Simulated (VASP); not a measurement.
# BN (Fm-3m) in VASP: single point with PBE0

Aim: the single point of BN with PBE0.

Program: VASP 6.6.1. These are calculated values, not measurements. Logs are shortened: lines on timing, memory, paths and dates and some standing lists are left out, and cuts for length are marked.

### Step 1. The cell of the first run

Symmetry: Fm-3m, No. 225, cubic system. Conventional cell: a = 3.492 Å, b = 3.492 Å, c = 3.492 Å, α = 90.00°, β = 90.00°, γ = 90.00°. Within 2.3 Å of B (site symmetry m-3m) lie 6 N at 1.75 Å. N (site symmetry m-3m) has 6 B at 1.75 Å within 2.3 Å.

### Step 2. Single point, PBE0

POSCAR

```
BN
1.0
    0.0000000000      1.7458259400      1.7458259400
    1.7458259400      0.0000000000      1.7458259400
    1.7458259400      1.7458259400      0.0000000000
B N
1 1
Direct
    0.0000000000      0.0000000000      0.0000000000
    0.5000000000      0.5000000000      0.5000000000
```

INCAR.step1

```
PREC = Accurate
ENCUT = 520
EDIFF = 1E-5
ISMEAR = 0
SIGMA = 0.01
LREAL = False
LASPH = True
NELM = 80
ALGO = Normal
ISIF = 2
LWAVE = True
LCHARG = False
NBANDS = 11
GGA = PE
```

INCAR.step2

```
PREC = Accurate
ENCUT = 520
EDIFF = 1E-6
ISMEAR = 0
SIGMA = 0.01
LREAL = False
LASPH = True
NELM = 80
ALGO = Normal
ISIF = 2
LWAVE = False
LCHARG = False
GGA = PE
LHFCALC = True
AEXX = 0.25
PRECFOCK = Normal
NBANDS = 11
ISTART = 1
```

KPOINTS

```
regular mesh
0
Gamma
  8 8 8
```

Potentials or basis: VASP PAW PBE potentials, release 64 (B, N).

Launch:

```
$ cat potpaw_PBE.64/B/POTCAR potpaw_PBE.64/N/POTCAR > POTCAR
$ cp INCAR.step1 INCAR
$ mpirun -np 1 vasp_std > vasp.out
$ cp INCAR.step2 INCAR
$ mpirun -np 1 vasp_std > vasp.out
```

OUTCAR:

```text
PREC = Accurate
   ENCUT = 520
   EDIFF = 1E-6
   ISMEAR = 0
   LREAL = False
   LASPH = True
   NELM = 80
   ISIF = 2
   GGA = PE
   LHFCALC = True
   AEXX = 0.25
   PRECFOCK = Normal
   ISTART = 1

 ion  position               nearest neighbor table
   1  0.000  0.000  0.000-   2 1.75   2 1.75   2 1.75   2 1.75   2 1.75   2 1.75
   2  0.500  0.500  0.500-   1 1.75   1 1.75   1 1.75   1 1.75   1 1.75   1 1.75

  LATTYP: Found a face centered cubic cell.
 ALAT       =     3.4916518800

  Lattice vectors:

 A1 = (   0.0000000000,   1.7458259400,   1.7458259400)
 A2 = (   1.7458259400,   0.0000000000,   1.7458259400)
 A3 = (   1.7458259400,   1.7458259400,   0.0000000000)

Analysis of symmetry for initial positions (statically):
=====================================================================
 Subroutine PRICEL returns:
 Original cell was already a primitive cell.

 Routine SETGRP: Setting up the symmetry group for a
 face centered cubic supercell.

 Subroutine GETGRP returns: Found 48 space group operations
 (whereof 48 operations were pure point group operations)
 out of a pool of 48 trial point group operations.

The static configuration has the point symmetry O_h .

Analysis of symmetry for dynamics (positions and initial velocities):
=====================================================================
 Subroutine PRICEL returns:
 Original cell was already a primitive cell.

 Routine SETGRP: Setting up the symmetry group for a
 face centered cubic supercell.

 Subroutine GETGRP returns: Found 48 space group operations
 (whereof 48 operations were pure point group operations)
 out of a pool of 48 trial point group operations.

The dynamic configuration has the point symmetry O_h .

 Subroutine INISYM returns: Found 48 space group operations
 (whereof 48 operations are pure point group operations),
 and found     1 'primitive' translations

----------------------------------------------------------------------------------------

                                     Primitive cell

  volume of cell :      10.6422

  direct lattice vectors                    reciprocal lattice vectors
     0.000000000  1.745825940  1.745825940    -0.286397394  0.286397394  0.286397394
     1.745825940  0.000000000  1.745825940     0.286397394 -0.286397394  0.286397394
     1.745825940  1.745825940  0.000000000     0.286397394  0.286397394 -0.286397394

  length of vectors
     2.468970722  2.468970722  2.468970722     0.496054838  0.496054838  0.496054838

  position of ions in fractional coordinates (direct lattice)
     0.000000000  0.000000000  0.000000000
     0.500000000  0.500000000  0.500000000

  ion indices of the primitive-cell ions
   primitive index   ion index
                 1           1
                 2           2

----------------------------------------------------------------------------------------

 KPOINTS: regular mesh

Automatic generation of k-mesh.
 Grid dimensions read from file:
 generate k-points for:    8    8    8

 Generating k-lattice:

  Cartesian coordinates                     Fractional coordinates (reciprocal lattice)
    -0.035799674  0.035799674  0.035799674     0.125000000  0.000000000  0.000000000
     0.035799674 -0.035799674  0.035799674     0.000000000  0.125000000  0.000000000
     0.035799674  0.035799674 -0.035799674     0.000000000  0.000000000  0.125000000

  Length of vectors
     0.062006855  0.062006855  0.062006855

  Shift w.r.t. Gamma in fractional coordinates (k-lattice)
     0.000000000  0.000000000  0.000000000

 Subroutine IBZKPT returns following result:
 ===========================================

 Found     29 irreducible k-points:

 Following reciprocal coordinates:
            Coordinates               Weight
  0.000000  0.000000  0.000000      1.000000
  0.125000  0.000000  0.000000      8.000000
  0.250000  0.000000  0.000000      8.000000
  0.375000  0.000000  0.000000      8.000000
  0.500000  0.000000  0.000000      4.000000
  0.125000  0.125000  0.000000      6.000000
[... 16 lines left out ...]
  0.500000  0.250000  0.125000     48.000000
 -0.375000  0.250000  0.125000     24.000000
 [... further k-points ...]
   k-points           NKPTS =     29   k-points in BZ     NKDIM =    512   number of bands    NBANDS=     11
   number of dos      NEDOS =    301   number of ions     NIONS =      2
   total plane-waves  NPLWV =   5832
   dimension x,y,z NGX =    18 NGY =   18 NGZ =   18
   dimension x,y,z NGXF=    36 NGYF=   36 NGZF=   36
   ions per type =               1   1
   NGX,Y,Z   is equivalent  to a cutoff of  12.12, 12.12, 12.12 a.u.
   NGXF,Y,Z  is equivalent  to a cutoff of  24.24, 24.24, 24.24 a.u.
 SYSTEM =  unknown system
   PREC   = accura    normal or accurate (medium, high low for compatibility)
   ISTART =      1    job   : 0-new  1-cont  2-samecut
   ICHARG =      0    charge: 1-file 2-atom 10-const
   ISPIN  =      1    spin polarized calculation?
   LNONCOLLINEAR =      F non collinear calculations
   LSORBIT =      F    spin-orbit coupling
   LASPH  =      T    aspherical Exc in radial PAW
   ENCUT  =  520.0 eV  38.22 Ry    6.18 a.u.   4.59  4.59  4.59*2*pi/ulx,y,z
   NELM   =     80;   NELMIN=  2; NELMDL=  0     # of ELM steps
   EDIFF  = 0.1E-05   stopping-criterion for ELM
   LREAL  =      F    real-space projection
   EDIFFG = 0.1E-04   stopping-criterion for IOM
   NSW    =      0    number of steps for IOM
   IBRION =     -1    ionic relax: 0-MD 1-quasi-New 2-CG
   NFREE  =      0    steps in history (QN), initial steepest desc. (CG)
   ISIF   =      2    stress and relaxation
   ISYM   =      3    0-nonsym 1-usesym 2-fastsym
   POTIM  = 0.5000    time-step for ionic-motion
   TEBEG  =    0.0;   TEEND  =   0.0 temperature during run
   PSTRESS=    0.0 pullay stress
   NELECT =       8.0000    total number of electrons
   NUPDOWN=      -1.0000    fix difference up-down
   EMIN   =  10.00;   EMAX   =-10.00  energy-range for DOS
   EFERMI =   0.00;   METHOD = LEGACY
   ISMEAR =     0;   SIGMA  =   0.01  broadening in eV -4-tet -1-fermi 0-gaus
   EFERMI_NEDOS =   21; number of points for ismear=-14 and -15
   IALGO  =     38    algorithm
   IMIX   =      1    mixing-type and parameters
     AMIX     =   0.40;   BMIX     =  1.00
     AMIX_MAG =   1.60;   BMIX_MAG =  1.00
  volume/ion in A,a.u.               =       5.32        35.91
  Fermi-wavevector in a.u.,A,eV,Ry     =   1.488540  2.812933 30.147133  2.215752
  Thomas-Fermi vector in A             =   2.601562
   LORBIT       =      0    0 simple, 1 ext, 2 COOP (PROOUT), +10 PAW based schemes
   GGA     = PE    functional components
   LHFCALC =     T    Hartree Fock is set to
   PRECFOCK=normal    Normal, Fast or Accurate (Low or Medium for compatibility)
   ENCUT4O =  -1.0   cutoff for four orbital integrals eV
   NKREDX  =     1    reduce k-point grid by
   NKREDY  =     1    reduce k-point grid by
   NKREDZ  =     1    reduce k-point grid by
   AEXX    =    0.2500 exact exchange contribution
   HFSCREEN=    0.0000 screening length (either q_TF or 0.3 A-1)
   HFSCREENC=   0.0000 screening length for correlation (either q_TF or 0.3 A-1)
   ENCUTFOCK=  -1.0 apply spherical cutoff to Coloumb kernel
   IVDW    =     0    specifies the selected vdW correction
   LEPSILON=     F    determine dielectric tensor
   LRPA    =     F    only Hartree local field effects (RPA)
 non-spin polarized calculation
 Gauss-broadening in eV      SIGMA  =   0.01
  energy-cutoff  :      520.00
  volume of cell :       10.64
 maximum number of plane-waves:       302
  NGX = 14; NGY = 14; NGZ = 14

 number of electron       7.9999998 magnetization

 Free energy of the ion-electron system (eV)
  ---------------------------------------------------
  ext. energy  EPLUGINS =         0.00000000
  ---------------------------------------------------
  free energy    TOTEN  =       -17.53114189 eV

  energy without entropy =      -17.53114189  energy(sigma->0) =      -17.53114189

 E-fermi :   9.3738     XC(G=0): -10.7854

 val. band max:        9.3207221111   @ k =  -0.2500   0.1250   0.0000
 cond. band min:      12.3946578747   @ k =   0.5000   0.5000   0.0000
 fundamental gap:      3.0739357636
 Fermi energy:         9.3737821829

 k-point     1 :       0.0000    0.0000    0.0000
  band No.  band energies     occupation
      1     -15.2788      2.00000
      2       8.3784      2.00000
      3       8.3784      2.00000
      4       8.3784      2.00000
      5      21.0913      0.00000
      6      24.3217      0.00000
      7      24.3217      0.00000
      8      24.3217      0.00000
      9      30.2466      0.00000
     10      30.2466      0.00000
     11      30.2466      0.00000

 k-point     2 :       0.1250    0.0000    0.0000
  band No.  band energies     occupation
      1     -14.8055      2.00000
      2       6.4237      2.00000
      3       8.3633      2.00000
      4       8.3633      2.00000
      5      21.4119      0.00000
      6      22.7646      0.00000
      7      22.7646      0.00000
      8      24.1199      0.00000
      9      29.4051      0.00000
     10      31.4018      0.00000
     11      31.4018      0.00000

 k-point     3 :       0.2500    0.0000    0.0000
  band No.  band energies     occupation
      1     -13.4162      2.00000
      2       2.2585      2.00000
      3       8.4085      2.00000
      4       8.4085      2.00000
      5      19.9248      0.00000
      6      19.9248      0.00000
      7      20.4318      0.00000
      8      25.0186      0.00000
      9      30.2085      0.00000
     10      34.5561      0.00000
     11      34.5561      0.00000
[... 267 lines left out ...]
 k-point    23 :       0.5000    0.2500    0.1250
  band No.  band energies     occupation
      1     -10.0828      2.00000
      2      -1.0326      2.00000
      3       3.2495      2.00000
      4       6.4381      2.00000
      5      16.7253      0.00000
      6      19.6424      0.00000
      7      23.8991      0.00000
      8      26.4759      0.00000
      9      29.6391      0.00000
     10      39.1088      0.00000
     11      41.2486      0.00000

 k-point    24 :      -0.3750    0.2500    0.1250
  band No.  band energies     occupation
      1      -8.5142      2.00000
      2      -3.3026      2.00000
      3       3.3638      2.00000
      4       5.6111      2.00000
      5      17.6779      0.00000
      6      18.3573      0.00000
      7      23.6203      0.00000
      8      27.1853      0.00000
      9      32.9560      0.00000
     10      34.8356      0.00000
     11      44.9242      0.00000

 [... further k-points ...]
[... 5 lines left out ...]
  --------------------------------------------------------------------------------------
  -------------------------------------------------------------------------------------
  Total       -0.5496502     -0.5496502     -0.5496502      0.0000000      0.0000000     -0.0000000
  in kB      -82.7492627    -82.7492627    -82.7492627      0.0000000      0.0000000     -0.0000000
  external PRESSURE =     -82.7492627 kB  Pullay stress =       0.0000000 kB

 VOLUME and BASIS-vectors are now :
 -----------------------------------------------------------------------------
  energy-cutoff  :      520.00
  volume of cell :       10.64
      direct lattice vectors                 reciprocal lattice vectors
     0.000000000  1.745825940  1.745825940    -0.286397394  0.286397394  0.286397394
     1.745825940  0.000000000  1.745825940     0.286397394 -0.286397394  0.286397394
     1.745825940  1.745825940  0.000000000     0.286397394  0.286397394 -0.286397394

 POSITION                                       TOTAL-FORCE (eV/Angst)
 -----------------------------------------------------------------------------------
      0.00000      0.00000      0.00000        -0.000000     -0.000000     -0.000000
      1.74583      1.74583      1.74583         0.000000      0.000000      0.000000
 -----------------------------------------------------------------------------------
    total drift:                               -0.000000      0.000000      0.000000

  FREE ENERGIE OF THE ION-ELECTRON SYSTEM (eV)
  ---------------------------------------------------
  free  energy   TOTEN  =       -17.5311418937 eV

  energy  without entropy=      -17.5311418937  energy(sigma->0) =      -17.53114189
```

It took 12 min on 1 thread of Intel Xeon 8259CL, shared host; peak memory 0.13 GiB.

Results:

| Item | Value |
| --- | --- |
| Free energy | -17.5311 eV |
| Pressure | -8.3 GPa |
| Band gap on the k mesh | 3.07 eV (least direct gap 7.99 eV) |

Caveat: the cell stands under tension; the structure was generated, so it needn't be the stable form of BN; the PAW data sets were made with another functional, which shifts forces and pressure a little. A k mesh can miss the band edges.
